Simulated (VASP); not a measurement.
# Co (Fm-3m) in VASP: a series of runs

Runs on Co. Level: PBE. Tasks: single point.

Program: VASP 6.6.1. These are calculated values, not measurements. Logs are shortened: lines on timing, memory, paths and dates and some standing lists are left out, and cuts for length are marked.

## (1) The cell of the first run

It takes space group Fm-3m (No. 225, cubic). Conventional cell: a = 3.442 Å, b = 3.442 Å, c = 3.442 Å, α = 90.00°, β = 90.00°, γ = 90.00°. Within 3.2 Å of Co (site symmetry m-3m) lie 12 Co at 2.43 Å.

This isn't the form of Co at room conditions, which is hcp.

## (2) Single point, PBE, collinear spin, ferromagnetic start (10.19 Å³/atom)

Input file INCAR:

```
PREC = Accurate
ENCUT = 520
EDIFF = 1E-6
ISMEAR = -1
SIGMA = 0.05
LREAL = False
LASPH = True
NELM = 150
ALGO = Normal
ISIF = 2
LWAVE = False
LCHARG = False
ISPIN = 2
MAGMOM = 2
LORBIT = 11
LMAXMIX = 4
GGA = PE
NBANDS = 14
```

Input file KPOINTS:

```
regular mesh
0
Gamma
  13 13 13
```

Input file POSCAR:

```
Co
1.0
    0.0000000000      1.7207970253      1.7207970253
    1.7207970253      0.0000000000      1.7207970253
    1.7207970253      1.7207970253      0.0000000000
Co
1
Direct
    0.0000000000      0.0000000000      0.0000000000
```

Potentials or basis: VASP PAW PBE potentials, release 64 (Co).

The run is started by

```sh
> cat potpaw_PBE.64/Co/POTCAR > POTCAR
> mpirun -np 1 vasp_std > vasp.out
```

OUTCAR:

```text
PREC = Accurate
   ENCUT = 520
   EDIFF = 1E-6
   ISMEAR = -1
   LREAL = False
   LASPH = True
   NELM = 150
   ISIF = 2
   ISPIN = 2
   LORBIT = 11
   GGA = PE

 ion  position               nearest neighbor table
   1  0.000  0.000  0.000-

  LATTYP: Found a face centered cubic cell.
 ALAT       =     3.4415940506

  Lattice vectors:

 A1 = (   0.0000000000,   1.7207970253,   1.7207970253)
 A2 = (   1.7207970253,   0.0000000000,   1.7207970253)
 A3 = (   1.7207970253,   1.7207970253,   0.0000000000)

Analysis of symmetry for initial positions (statically):
=====================================================================
 Subroutine PRICEL returns:
 Original cell was already a primitive cell.

 Routine SETGRP: Setting up the symmetry group for a
 face centered cubic supercell.

 Subroutine GETGRP returns: Found 48 space group operations
 (whereof 48 operations were pure point group operations)
 out of a pool of 48 trial point group operations.

The static configuration has the point symmetry O_h .

Analysis of symmetry for dynamics (positions and initial velocities):
=====================================================================
 Subroutine PRICEL returns:
 Original cell was already a primitive cell.

 Routine SETGRP: Setting up the symmetry group for a
 face centered cubic supercell.

 Subroutine GETGRP returns: Found 48 space group operations
 (whereof 48 operations were pure point group operations)
 out of a pool of 48 trial point group operations.

The dynamic configuration has the point symmetry O_h .

Analysis of structural, dynamic, and magnetic symmetry:
=====================================================================
 Subroutine PRICEL returns:
 Original cell was already a primitive cell.

 Routine SETGRP: Setting up the symmetry group for a
 face centered cubic supercell.

 Subroutine GETGRP returns: Found 48 space group operations
 (whereof 48 operations were pure point group operations)
 out of a pool of 48 trial point group operations.

The overall configuration has the point symmetry O_h .

 Subroutine INISYM returns: Found 48 space group operations
 (whereof 48 operations are pure point group operations),
 and found     1 'primitive' translations

----------------------------------------------------------------------------------------

                                     Primitive cell

  volume of cell :      10.1911

  direct lattice vectors                    reciprocal lattice vectors
     0.000000000  1.720797025  1.720797025    -0.290563031  0.290563031  0.290563031
     1.720797025  0.000000000  1.720797025     0.290563031 -0.290563031  0.290563031
     1.720797025  1.720797025  0.000000000     0.290563031  0.290563031 -0.290563031

  length of vectors
     2.433574491  2.433574491  2.433574491     0.503269933  0.503269933  0.503269933

  position of ions in fractional coordinates (direct lattice)
     0.000000000  0.000000000  0.000000000

  ion indices of the primitive-cell ions
   primitive index   ion index
                 1           1

----------------------------------------------------------------------------------------

 KPOINTS: regular mesh

Automatic generation of k-mesh.
 Grid dimensions read from file:
 generate k-points for:   13   13   13

 Generating k-lattice:

  Cartesian coordinates                     Fractional coordinates (reciprocal lattice)
    -0.022351002  0.022351002  0.022351002     0.076923077  0.000000000  0.000000000
     0.022351002 -0.022351002  0.022351002     0.000000000  0.076923077  0.000000000
     0.022351002  0.022351002 -0.022351002     0.000000000  0.000000000  0.076923077

  Length of vectors
     0.038713072  0.038713072  0.038713072

  Shift w.r.t. Gamma in fractional coordinates (k-lattice)
     0.000000000  0.000000000  0.000000000

 Subroutine IBZKPT returns following result:
 ===========================================

 Found     84 irreducible k-points:

 Following reciprocal coordinates:
            Coordinates               Weight
  0.000000  0.000000  0.000000      1.000000
  0.076923  0.000000  0.000000      8.000000
  0.153846  0.000000  0.000000      8.000000
  0.230769  0.000000  0.000000      8.000000
  0.307692  0.000000  0.000000      8.000000
  0.384615  0.000000  0.000000      8.000000
[... 16 lines left out ...]
  0.384615  0.153846  0.000000     24.000000
  0.461538  0.153846  0.000000     24.000000
 [... further k-points ...]
   k-points           NKPTS =     84   k-points in BZ     NKDIM =     84   number of bands    NBANDS=     14
   number of dos      NEDOS =    301   number of ions     NIONS =      1
   total plane-waves  NPLWV =   5832
   dimension x,y,z NGX =    18 NGY =   18 NGZ =   18
   dimension x,y,z NGXF=    36 NGYF=   36 NGZF=   36
   ions per type =               1
   NGX,Y,Z   is equivalent  to a cutoff of  12.30, 12.30, 12.30 a.u.
   NGXF,Y,Z  is equivalent  to a cutoff of  24.59, 24.59, 24.59 a.u.
 SYSTEM =  unknown system
   PREC   = accura    normal or accurate (medium, high low for compatibility)
   ISTART =      0    job   : 0-new  1-cont  2-samecut
   ICHARG =      2    charge: 1-file 2-atom 10-const
   ISPIN  =      2    spin polarized calculation?
   LNONCOLLINEAR =      F non collinear calculations
   LSORBIT =      F    spin-orbit coupling
   LASPH  =      T    aspherical Exc in radial PAW
   ENCUT  =  520.0 eV  38.22 Ry    6.18 a.u.   4.52  4.52  4.52*2*pi/ulx,y,z
   NELM   =    150;   NELMIN=  2; NELMDL= -5     # of ELM steps
   EDIFF  = 0.1E-05   stopping-criterion for ELM
   LREAL  =      F    real-space projection
   EDIFFG = 0.1E-04   stopping-criterion for IOM
   NSW    =      0    number of steps for IOM
   IBRION =     -1    ionic relax: 0-MD 1-quasi-New 2-CG
   NFREE  =      0    steps in history (QN), initial steepest desc. (CG)
   ISIF   =      2    stress and relaxation
   ISYM   =      2    0-nonsym 1-usesym 2-fastsym
   POTIM  = 0.5000    time-step for ionic-motion
   TEBEG  =    0.0;   TEEND  =   0.0 temperature during run
   PSTRESS=    0.0 pullay stress
   NELECT =       9.0000    total number of electrons
   NUPDOWN=      -1.0000    fix difference up-down
   EMIN   =  10.00;   EMAX   =-10.00  energy-range for DOS
   EFERMI =   0.00;   METHOD = LEGACY
   ISMEAR =    -1;   SIGMA  =   0.05  broadening in eV -4-tet -1-fermi 0-gaus
   EFERMI_NEDOS =   21; number of points for ismear=-14 and -15
   IALGO  =     38    algorithm
   IMIX   =      4    mixing-type and parameters
     AMIX     =   0.40;   BMIX     =  1.00
     AMIX_MAG =   1.60;   BMIX_MAG =  1.00
  volume/ion in A,a.u.               =      10.19        68.77
  Fermi-wavevector in a.u.,A,eV,Ry     =   1.570662  2.968120 33.565281  2.466979
  Thomas-Fermi vector in A             =   2.672362
   LORBIT       =     11    0 simple, 1 ext, 2 COOP (PROOUT), +10 PAW based schemes
   GGA     = PE    functional components
   LHFCALC =     F    Hartree Fock is set to
   AEXX    =    0.0000 exact exchange contribution
   IVDW    =     0    specifies the selected vdW correction
   LEPSILON=     F    determine dielectric tensor
   LRPA    =     F    only Hartree local field effects (RPA)
 spin polarized calculation
  energy-cutoff  :      520.00
  volume of cell :       10.19
 maximum number of plane-waves:       290
 NGX is ok and might be reduce to    18
   NGX =  9   NGY =  9   NGZ =  9

 number of electron       8.9999995 magnetization       1.6139729

 Free energy of the ion-electron system (eV)
  ---------------------------------------------------
  ext. energy  EPLUGINS =         0.00000000
  ---------------------------------------------------
  free energy    TOTEN  =        -6.99651188 eV

  energy without entropy =       -6.98876775  energy(sigma->0) =       -6.99263982

 E-fermi :  11.2527     XC(G=0): -13.7770

 val. band max:       11.2215979973   @ k =   0.3077   0.1538   0.0769
 cond. band min:      11.2537383877   @ k =  -0.2308   0.2308   0.0000
 fundamental gap:      0.0321403904
 Fermi energy:        11.2526629398

 spin component 1

 k-point     1 :       0.0000    0.0000    0.0000
  band No.  band energies     occupation
      1       1.8754      1.00000
      2       8.4529      1.00000
      3       8.4529      1.00000
      4       8.4529      1.00000
      5       9.6221      1.00000
      6       9.6221      1.00000
      7      34.8288      0.00000
      8      39.6623      0.00000
      9      39.6623      0.00000
     10      39.6623      0.00000
     11      43.1818      0.00000
     12      43.1818      0.00000
     13      43.1818      0.00000
     14      45.3853      0.00000
[... 375 lines left out ...]
 k-point    24 :       0.4615    0.1538    0.0000
  band No.  band energies     occupation
      1       6.1826      1.00000
      2       7.8213      1.00000
      3       8.5432      1.00000
      4       8.7977      1.00000
      5      10.6246      1.00000
      6      12.3054      0.00000
      7      20.0927      0.00000
      8      30.7435      0.00000
      9      32.8824      0.00000
     10      34.9512      0.00000
     11      44.7174      0.00000
     12      45.1842      0.00000
     13      47.3066      0.00000
     14      48.7257      0.00000

 [... further k-points ...]

 spin component 2

 k-point     1 :       0.0000    0.0000    0.0000
  band No.  band energies     occupation
      1       1.9154      1.00000
      2      10.0051      1.00000
      3      10.0051      1.00000
      4      10.0051      1.00000
      5      11.5771      0.00152
      6      11.5771      0.00152
      7      34.5529      0.00000
      8      39.8213      0.00000
      9      39.8213      0.00000
     10      39.8213      0.00000
     11      43.5156      0.00000
     12      43.5156      0.00000
     13      43.5156      0.00000
     14      45.1481      0.00000
[... 375 lines left out ...]
 k-point    24 :       0.4615    0.1538    0.0000
  band No.  band energies     occupation
      1       7.0056      1.00000
      2       9.0684      1.00000
      3       9.8260      1.00000
      4      10.5050      1.00000
      5      12.5211      0.00000
      6      13.5333      0.00000
      7      20.8169      0.00000
      8      30.9335      0.00000
      9      33.2360      0.00000
     10      35.1967      0.00000
     11      44.8573      0.00000
     12      45.4131      0.00000
     13      49.0042      0.00000
     14      50.5571      0.00000

 [... further k-points ...]

------------------------ aborting loop because EDIFF is reached ----------------------------------------

  FORCE on cell =-STRESS in cart. coord.  units (eV):
  Direction    XX          YY          ZZ          XY          YZ          ZX
  --------------------------------------------------------------------------------------
  -------------------------------------------------------------------------------------
  Total        1.0301512      1.0301512      1.0301512     -0.0000000     -0.0000000      0.0000000
  in kB      161.9543483    161.9543483    161.9543483     -0.0000000     -0.0000000      0.0000000
  external PRESSURE =     161.9543483 kB  Pullay stress =       0.0000000 kB

 VOLUME and BASIS-vectors are now :
 -----------------------------------------------------------------------------
  energy-cutoff  :      520.00
  volume of cell :       10.19
      direct lattice vectors                 reciprocal lattice vectors
     0.000000000  1.720797025  1.720797025    -0.290563031  0.290563031  0.290563031
     1.720797025  0.000000000  1.720797025     0.290563031 -0.290563031  0.290563031
     1.720797025  1.720797025  0.000000000     0.290563031  0.290563031 -0.290563031

 POSITION                                       TOTAL-FORCE (eV/Angst)
 -----------------------------------------------------------------------------------
      0.00000      0.00000      0.00000         0.000000     -0.000000     -0.000000
 -----------------------------------------------------------------------------------
    total drift:                                0.000000     -0.000000     -0.000000

  FREE ENERGIE OF THE ION-ELECTRON SYSTEM (eV)
  ---------------------------------------------------
  free  energy   TOTEN  =        -6.9965118801 eV

  energy  without entropy=       -6.9887677516  energy(sigma->0) =       -6.99263982

 total charge

# of ion       s       p       d       tot
------------------------------------------
    1        0.519   0.581   7.303   8.402

 magnetization (x)

# of ion       s       p       d       tot
------------------------------------------
    1       -0.012  -0.047   1.678   1.619
```

Wall time 37 s (1 thread of Intel Xeon 8259CL, shared host); peak memory 0.14 GiB.

What came out:

- Free energy: -6.9965 eV
- Pressure: 16.2 GPa
- Net moment: 1.61 μB per cell
- Site moments: Co +1.62 μB
- Valence electrons inside the program's atomic spheres: Co 8.40

Caveat: the cell stands under pressure.

[end of part 1 of 2]
